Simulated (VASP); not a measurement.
NbSb (WC type), 2 atoms in the cell. The structure is hexagonal, space group P-6m2 (No. 187). The conventional cell has a = 3.596 Å, b = 3.596 Å, c = 3.813 Å, α = 90.00°, β = 90.00°, γ = 120.00°. Within 3.7 Å of Nb (site symmetry -6m2) lie 6 Sb at 2.82 Å and 6 Nb at 3.60 Å. Within 3.7 Å of Sb (site symmetry -6m2) lie 6 Nb at 2.82 Å and 6 Sb at 3.60 Å. 

| Property | Result |
| --- | --- |
| Program | VASP 6.6.1 |
| Task | single point |
| Functional | PBE |
| Potentials or basis | VASP PAW PBE potentials, release 64 (Nb_sv, Sb) |
| Cutoff | 520 eV |
| k mesh | 11 × 11 × 10 |
| Occupations | fermi-dirac, width 0.05 eV |
| Spin | no spin polarisation |
| Dipole correction | no |
| Further INCAR settings | ALGO = Normal; EDIFF = 1e-07; NBANDS = 16 |

Potentials or basis: VASP PAW PBE potentials, release 64 (Nb_sv, Sb).

Command:

```bash
$ cat potpaw_PBE.64/Nb_sv/POTCAR potpaw_PBE.64/Sb/POTCAR > POTCAR
$ mpirun -np 1 vasp_std > vasp.out
```

Hardware: 1 thread of Intel(R) Xeon(R) Platinum 8375C CPU @ 2.90GHz (Ice Lake), with other jobs on the host.

Problem. How long does it take, and how much memory?

Solution. It took 51 s on 1 thread of Intel(R) Xeon(R) Platinum 8375C CPU @ 2.90GHz (Ice Lake), with other jobs on the host, peak memory 0.21 GiB. Counts: scf iterations 15, k points 96.
